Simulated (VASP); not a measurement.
# Rb (P-1) in VASP: single point with PBE

Aim: the single point of Rb with PBE.

Everything below comes from runs of VASP 6.6.1. Logs are shortened: lines on timing, memory, paths and dates and some standing lists are left out, and cuts for length are marked.

**1. The cell of the first run**

The typed cell holds 2 atoms: a = 5.088 Å, b = 5.088 Å, c = 8.442 Å, α = 90.00°, β = 90.00°, γ = 120.00°.

**2. Single point, PBE**

The input, INCAR:

```
ALGO = Fast ; EDIFF = 1E-6
ENCUT = 520 ; GGA = PE
ISIF = 2 ; ISMEAR = 0
LASPH = T ; LCHARG = F
LREAL = F ; LWAVE = F
NBANDS = 16 ; NELM = 100
PREC = Accurate ; SIGMA = 0.05
```

The input, KPOINTS:

```
k-points
0
Gamma
  9 9 4
```

The input, POSCAR:

```
Rb
1.0
    5.0882069760      0.0000000000      0.0000000000
   -2.5441034880      4.4065165009      0.0000000000
    0.0000000000      0.0000000000      8.4420579800
Rb
2
Direct
    0.3333333300      0.6666666700      0.2500000000
    0.6890681183      0.3546551927      0.7619067612
```

Potentials or basis: VASP PAW PBE potentials, release 64 (Rb_sv).

Command:

```console
$ cat potpaw_PBE.64/Rb_sv/POTCAR > POTCAR
$ mpirun -np 1 vasp_std > vasp.out
```

OUTCAR:

```text
EDIFF = 1E-6
   ENCUT = 520
   GGA = PE
   ISIF = 2
   ISMEAR = 0
   LASPH = T
   LREAL = F
   NELM = 100
   PREC = Accurate

 ion  position               nearest neighbor table
   1  0.333  0.667  0.250-   2 5.00   2 5.06   2 5.12   2 5.17   2 5.23   2 5.28
   2  0.689  0.355  0.762-   1 5.00   1 5.06   1 5.12   1 5.17   1 5.23   1 5.28

  LATTYP: Found a hexagonal cell.
 ALAT       =     5.0882069760
 C/A-ratio  =     1.6591420160

  Lattice vectors:

 A1 = (   5.0882069760,   0.0000000000,   0.0000000000)
 A2 = (  -2.5441034880,   4.4065165009,   0.0000000000)
 A3 = (   0.0000000000,   0.0000000000,   8.4420579800)

Analysis of symmetry for initial positions (statically):
=====================================================================
 Subroutine PRICEL returns:
 Original cell was already a primitive cell.

 Routine SETGRP: Setting up the symmetry group for a
 hexagonal supercell.

 Subroutine GETGRP returns: Found  2 space group operations
 (whereof  1 operations were pure point group operations)
 out of a pool of 24 trial point group operations.

The static configuration has the point symmetry C_1 .
 The point group associated with its full space group is S_2 .

Analysis of symmetry for dynamics (positions and initial velocities):
=====================================================================
 Subroutine PRICEL returns:
 Original cell was already a primitive cell.

 Routine SETGRP: Setting up the symmetry group for a
 hexagonal supercell.

 Subroutine GETGRP returns: Found  2 space group operations
 (whereof  1 operations were pure point group operations)
 out of a pool of 24 trial point group operations.

The dynamic configuration has the point symmetry C_1 .
 The point group associated with its full space group is S_2 .

 Subroutine INISYM returns: Found  2 space group operations
 (whereof  1 operations are pure point group operations),
 and found     1 'primitive' translations

----------------------------------------------------------------------------------------

                                     Primitive cell

  volume of cell :     189.2816

  direct lattice vectors                    reciprocal lattice vectors
     5.088206976  0.000000000  0.000000000     0.196532886  0.113468314  0.000000000
    -2.544103488  4.406516501  0.000000000     0.000000000  0.226936629  0.000000000
     0.000000000  0.000000000  8.442057980     0.000000000  0.000000000  0.118454529
[... 77 lines left out ...]
   ICHARG =      2    charge: 1-file 2-atom 10-const
   ISPIN  =      1    spin polarized calculation?
   LNONCOLLINEAR =      F non collinear calculations
   LSORBIT =      F    spin-orbit coupling
   LASPH  =      T    aspherical Exc in radial PAW
   ENCUT  =  520.0 eV  38.22 Ry    6.18 a.u.   9.46  9.46 15.70*2*pi/ulx,y,z
   NELM   =    100;   NELMIN=  2; NELMDL= -5     # of ELM steps
   EDIFF  = 0.1E-05   stopping-criterion for ELM
   LREAL  =      F    real-space projection
[... 7 lines left out ...]
   TEBEG  =    0.0;   TEEND  =   0.0 temperature during run
   PSTRESS=    0.0 pullay stress
   NELECT =      18.0000    total number of electrons
   NUPDOWN=      -1.0000    fix difference up-down
   EMIN   =  10.00;   EMAX   =-10.00  energy-range for DOS
   EFERMI =   0.00;   METHOD = LEGACY
   ISMEAR =     0;   SIGMA  =   0.05  broadening in eV -4-tet -1-fermi 0-gaus
   EFERMI_NEDOS =   21; number of points for ismear=-14 and -15
   IALGO  =     68    algorithm
   IMIX   =      4    mixing-type and parameters
     AMIX     =   0.40;   BMIX     =  1.00
     AMIX_MAG =   1.60;   BMIX_MAG =  1.00
  volume/ion in A,a.u.               =      94.64       638.67
  Fermi-wavevector in a.u.,A,eV,Ry     =   0.747245  1.412088  7.597148  0.558375
  Thomas-Fermi vector in A             =   1.843255
   LORBIT       =      0    0 simple, 1 ext, 2 COOP (PROOUT), +10 PAW based schemes
   GGA     = PE    functional components
   LHFCALC =     F    Hartree Fock is set to
   AEXX    =    0.0000 exact exchange contribution
   IVDW    =     0    specifies the selected vdW correction
   LEPSILON=     F    determine dielectric tensor
   LRPA    =     F    only Hartree local field effects (RPA)
 non-spin polarized calculation
 RMM-DIIS sequential band-by-band and
 Gauss-broadening in eV      SIGMA  =   0.05
  energy-cutoff  :      520.00
  volume of cell :      189.28
 maximum number of plane-waves:      5143
 NGX is ok and might be reduce to    40
   NGX = 19   NGY = 19   NGZ = 31

 number of electron      18.0000000 magnetization

 Free energy of the ion-electron system (eV)
  ---------------------------------------------------
  ext. energy  EPLUGINS =         0.00000000
  ---------------------------------------------------
  free energy    TOTEN  =        -1.87217637 eV

  energy without entropy =       -1.86988934  energy(sigma->0) =       -1.87103286

 E-fermi :  -0.0395     XC(G=0):  -5.3712

 val. band max:       -0.0759534744   @ k =   0.1111   0.3333   0.5000
 cond. band min:      -0.0368841557   @ k =   0.3333   0.1111   0.5000
 fundamental gap:      0.0390693187
 Fermi energy:        -0.0395270371

 k-point     1 :       0.0000    0.0000    0.0000
  band No.  band energies     occupation
      1     -28.9926      2.00000
      2     -28.9897      2.00000
      3     -13.1189      2.00000
      4     -13.0511      2.00000
      5     -13.0485      2.00000
      6     -13.0395      2.00000
[... 433 lines left out ...]
      3     -13.1064      2.00000
      4     -13.0969      2.00000
      5     -13.0887      2.00000
      6     -13.0712      2.00000
[... 8 lines left out ...]
     15       3.1097      0.00000
     16       3.7485      0.00000

 [... further k-points ...]

------------------------ aborting loop because EDIFF is reached ----------------------------------------

  FORCE on cell =-STRESS in cart. coord.  units (eV):
  Direction    XX          YY          ZZ          XY          YZ          ZX
  --------------------------------------------------------------------------------------
  -------------------------------------------------------------------------------------
  Total       -0.0783479     -0.1149992     -0.1366231      0.0111351      0.0024560      0.0018175
  in kB       -0.6631767     -0.9734121     -1.1564481      0.0942536      0.0207889      0.0153842
  external PRESSURE =      -0.9310123 kB  Pullay stress =       0.0000000 kB

 VOLUME and BASIS-vectors are now :
 -----------------------------------------------------------------------------
  energy-cutoff  :      520.00
  volume of cell :      189.28
      direct lattice vectors                 reciprocal lattice vectors
     5.088206976  0.000000000  0.000000000     0.196532886  0.113468314  0.000000000
    -2.544103488  4.406516501  0.000000000     0.000000000  0.226936629  0.000000000
     0.000000000  0.000000000  8.442057980     0.000000000  0.000000000  0.118454529

 POSITION                                       TOTAL-FORCE (eV/Angst)
 -----------------------------------------------------------------------------------
     -0.00000      2.93768      2.11051         0.003445      0.004610      0.024404
      2.60384      1.56279      6.43206        -0.003445     -0.004610     -0.024404
 -----------------------------------------------------------------------------------
    total drift:                                0.000000     -0.000000      0.000000

  FREE ENERGIE OF THE ION-ELECTRON SYSTEM (eV)
  ---------------------------------------------------
  free  energy   TOTEN  =        -1.8721763743 eV

  energy  without entropy=       -1.8698893389  energy(sigma->0) =       -1.87103286
```

OSZICAR:

```text
N       E                     dE             d eps       ncg     rms          rms(c)
DAV:   1     0.117506454488E+03    0.11751E+03   -0.68520E+03  5216   0.849E+02
DAV:   2     0.110372712939E+02   -0.10647E+03   -0.10263E+03  7040   0.181E+02
DAV:   3    -0.657978989138E+00   -0.11695E+02   -0.11586E+02  7120   0.590E+01
DAV:   4    -0.186282336219E+01   -0.12048E+01   -0.12047E+01  9232   0.129E+01
DAV:   5    -0.186923429226E+01   -0.64109E-02   -0.64108E-02  7280   0.116E+00    0.163E+00
RMM:   6    -0.187010458830E+01   -0.87030E-03   -0.37436E-03  5496   0.341E-01    0.992E-01
RMM:   7    -0.187193188237E+01   -0.18273E-02   -0.73749E-03  5765   0.452E-01    0.649E-02
RMM:   8    -0.187216518965E+01   -0.23331E-03   -0.55941E-04  7076   0.128E-01    0.122E-02
RMM:   9    -0.187217191154E+01   -0.67219E-05   -0.12631E-04  8677   0.455E-02    0.121E-02
RMM:  10    -0.187217515709E+01   -0.32455E-05   -0.24392E-05  8789   0.242E-02    0.587E-03
RMM:  11    -0.187217599695E+01   -0.83986E-06   -0.12123E-05  8269   0.132E-02    0.196E-03
RMM:  12    -0.187217637426E+01   -0.37732E-06   -0.36281E-06  6874   0.768E-03
   1 F= -.18721764E+01 E0= -.18710329E+01  d E =-.228704E-02
```

Wall time 8.5 min (1 thread of Intel Xeon Platinum 8259CL at 2.50GHz (Skylake/Cascade Lake), shared host); peak memory 0.57 GiB.

What came out:

```yaml
Free_energy: -1.8722 eV
Pressure: -0.1 GPa
Largest_force: 0.025 eV/Å
Band_gap_on_the_k_mesh: zero (bands 9 and 10 overlap by 2.30 eV)
```

Forces on the atoms (eV/Å):
```
Rb   0.003  0.005  0.024
Rb  -0.003 -0.005 -0.024
```

The gap in the log of VASP goes by the Fermi energy; the results here count the filled bands.